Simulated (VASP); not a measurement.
Wanted: the native input for a VASP 6.6.1 run.

```
Task                   : electric field gradients
Functional             : LDA
Potentials or basis    : VASP PAW LDA potentials, release 64 (Tl_d)
Cutoff                 : 400 eV
k mesh                 : 11 × 11 × 6
Occupations            : fermi-dirac, width 0.05 eV
Spin                   : no spin polarisation
Dipole correction      : no
Further INCAR settings : ALGO = Normal; EDIFF = 1e-08; NBANDS = 20
```

The structure of Tl lies in POSCAR:

```
Tl
1.0
    3.4559983565      0.0172799918      0.0172799918
   -1.7130342664      2.9843423763      0.0063249160
    0.0276250000      0.0276250000      5.5250000000
Tl
2
Direct
    0.3333333333      0.6666666667      0.2500000000
    0.6666666667      0.3333333333      0.7500000000
```

This cell differs from its parent crystal: equal xy, yz and zx shear strains of +1 %.

These files were run (other wordings do the same):

INCAR

```
SYSTEM = Tl
PREC     = Accurate       ! precision mode
ENCUT    = 400            ! plane-wave cutoff, eV
EDIFF    = 1E-8           ! SCF threshold, eV
ISMEAR   = -1             ! smearing method
SIGMA    = 0.05           ! smearing width, eV
LREAL    = .False.        ! projectors in reciprocal space
LASPH    = .True.         ! aspherical terms in the spheres
NELM     = 120            ! most SCF steps
ALGO     = Normal         ! electronic algorithm
ISIF     = 2              ! what is computed and relaxed
LWAVE    = .False.        ! write WAVECAR
LCHARG   = .False.        ! write CHGCAR
LEFG     = .True.       
NBANDS   = 20             ! bands
GGA_COMPAT= .False.
```

KPOINTS

```
regular mesh
0
Gamma
  11 11 6
  0 0 0
```

Potentials or basis: VASP PAW LDA potentials, release 64 (Tl_d).

Command:

```bash
$ cat potpaw_LDA.64/Tl_d/POTCAR > POTCAR
$ mpirun -np 1 vasp_std > vasp.out
```

It gave:

```
Pressure                                : -1.8 GPa
Largest force                           : 0.008 eV/Å
Band gap on the k mesh                  : zero (bands 13 and 14 overlap by 5.63 eV)
Largest electric field gradient by atom : Tl -23.6 V/Å²
```

Caveat: the cell differs from its parent crystal (equal xy, yz and zx shear strains of +1 %); without QUAD_EFG the Cq values of the log hold for a quadrupole moment of 1 mb, not for the nuclei; spin-orbit coupling is left out, which moves the levels of the heavy elements.

Run time: 2.3 min on 1 thread of Intel(R) Xeon(R) Platinum 8259CL CPU @ 2.50GHz (Skylake/Cascade Lake), with other jobs on the host, peak memory 0.31 GiB.
